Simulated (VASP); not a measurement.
A run of VASP 6.6.1:

INCAR

```
SYSTEM = SnH
ALGO = Normal
EDIFF = 1E-6
ENCUT = 520
GGA = PE
ISIF = 2
ISMEAR = 0
LASPH = .True.
LCHARG = .False.
LREAL = .False.
LWAVE = .False.
NBANDS = 14
NELM = 80
PREC = Accurate
SIGMA = 0.1
```

File KPOINTS:

```
k-points
0
Gamma
  18 18 16
  0 0 0
```

Contents of POSCAR:

```
SnH
1.0
    3.1274710067      0.0000000000      0.0000000000
    0.0000000000      3.1274710067      0.0000000000
    0.0000000000      0.0000000000      3.1409696288
Sn H
1 1
Direct
    0.0000000000      0.0000000000      0.0000000000
    0.5000000000      0.5000000000      0.5000000000
```

Potentials or basis: VASP PAW PBE potentials, release 64 (Sn_d, H).

Command:

```sh
$ cat potpaw_PBE.64/Sn_d/POTCAR potpaw_PBE.64/H/POTCAR > POTCAR
$ mpirun -np 1 vasp_std > vasp.out
```

Hardware: 1 thread of Intel(R) Xeon(R) 6975P-C (Granite Rapids) (shared host).

Estimate the wall time of this run.

It took 42 s on 1 thread of Intel(R) Xeon(R) 6975P-C (Granite Rapids), on a shared host, peak memory 0.31 GiB. Counts: scf iterations 13, k points 495.
